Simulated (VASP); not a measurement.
Set up this calculation in VASP 6.6.1, as the native input.

```
Task                   : single point
Functional             : r2SCAN
Potentials or basis    : VASP PAW PBE potentials, release 64 (Te, Pb_d)
Cutoff                 : 520 eV
k mesh                 : 8 × 8 × 8
Occupations            : gaussian, width 0.05 eV
Spin                   : no spin polarisation
Dipole correction      : no
Further INCAR settings : ALGO = Normal; EDIFF = 1e-07; NBANDS = 17
```

Crystal: TePb.

```xyz
2
Lattice="3.9916 0.0000 0.0000 0.0000 3.9916 0.0000 0.0000 0.0000 3.9916" Properties=species:S:1:pos:R:3 pbc="T T T"
Te    1.9958    1.9958    1.9958
Pb    0.0000    0.0000    0.0000
```

One way to write it, as run:

POSCAR

```
TePb
1.0
    3.9916071068      0.0000000000      0.0000000000
    0.0000000000      3.9916071068      0.0000000000
    0.0000000000      0.0000000000      3.9916071068
Te Pb
1 1
Direct
    0.5000000000      0.5000000000      0.5000000000
    0.0000000000      0.0000000000      0.0000000000
```

INCAR.step1

```
SYSTEM = TePb
  PREC = Accurate
  ENCUT = 520
  ISMEAR = 0
  SIGMA = 0.05
  LREAL = .False.
  LASPH = .True.
  NELM = 80
  NBANDS = 17
  GGA = PE
  ALGO = Normal
  EDIFF = 1E-4
  LWAVE = .True.
  LCHARG = .False.
```

INCAR.step2

```
SYSTEM = TePb
  PREC = Accurate
  ENCUT = 520
  EDIFF = 1E-7
  ISMEAR = 0
  SIGMA = 0.05
  LREAL = .False.
  LASPH = .True.
  NELM = 80
  ALGO = Normal
  ISIF = 2
  LWAVE = .False.
  LCHARG = .False.
  METAGGA = R2SCAN
  LMIXTAU = .True.
  NBANDS = 17
  ISTART = 1
```

KPOINTS

```
Automatic mesh
0
Gamma
  8 8 8
  0 0 0
```

Potentials or basis: VASP PAW PBE potentials, release 64 (Te, Pb_d).

Run with:

```console
$ cat potpaw_PBE.64/Te/POTCAR potpaw_PBE.64/Pb_d/POTCAR > POTCAR
$ cp INCAR.step1 INCAR
$ mpirun -np 1 vasp_std > vasp.out
$ cp INCAR.step2 INCAR
$ mpirun -np 1 vasp_std > vasp.out
```

Results of the run:

| Quantity | Value |
| --- | --- |
| Pressure | 0.0 GPa |
| Band gap on the k mesh | zero (band 10 reaches 6.55 eV, above the bottom of band 11 at 5.43 eV) |

Caveat: the PAW data sets were made with another functional, which shifts forces and pressure a little; spin-orbit coupling is left out, which moves the levels of the heavy elements.

Wall time 55 s on 1 thread of Intel(R) Xeon(R) 6975P-C (Granite Rapids), on a shared host, peak memory 0.19 GiB.
